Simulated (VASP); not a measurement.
A run of VASP 6.6.1:

Contents of INCAR:

```
SYSTEM = BaTe
  ALGO = Normal
  EDIFF = 1E-6
  ENCUT = 520
  GGA = PE
  GGA_COMPAT = .False.
  ISIF = 2
  ISMEAR = 0
  LASPH = .True.
  LCHARG = .False.
  LNONCOLLINEAR = .True.
  LORBIT = 11
  LORBMOM = .True.
  LREAL = .False.
  LSORBIT = .True.
  LWAVE = .False.
  MAGMOM = 0 0 0 0 0 0
  NBANDS = 28
  NELM = 150
  PREC = Accurate
  SIGMA = 0.01
```

File KPOINTS:

```
k-points
0
Gamma
  4 4 4
  0 0 0
```

File POSCAR:

```
BaTe
1.0
    0.0000000000      3.9141586662      3.9141586662
    3.9141586662      0.0000000000      3.9141586662
    3.9141586662      3.9141586662      0.0000000000
Ba Te
1 1
Direct
    0.0000000000      0.0000000000      0.0000000000
    0.2500000000      0.2500000000      0.2500000000
```

Potentials or basis: VASP PAW PBE potentials, release 64 (Ba_sv, Te).

Launch:

```bash
$ cat potpaw_PBE.64/Ba_sv/POTCAR potpaw_PBE.64/Te/POTCAR > POTCAR
$ mpirun -np 1 vasp_ncl > vasp.out
```

Hardware: 1 thread of AMD EPYC 7R13 Processor (Zen 3), with other jobs on the host.

Problem. Estimate the wall time of this run.

Solution. It took 2.1 min on 1 thread of AMD EPYC 7R13 Processor (Zen 3) (shared host), peak memory 0.52 GiB. Counts: scf iterations 16, k points 10.
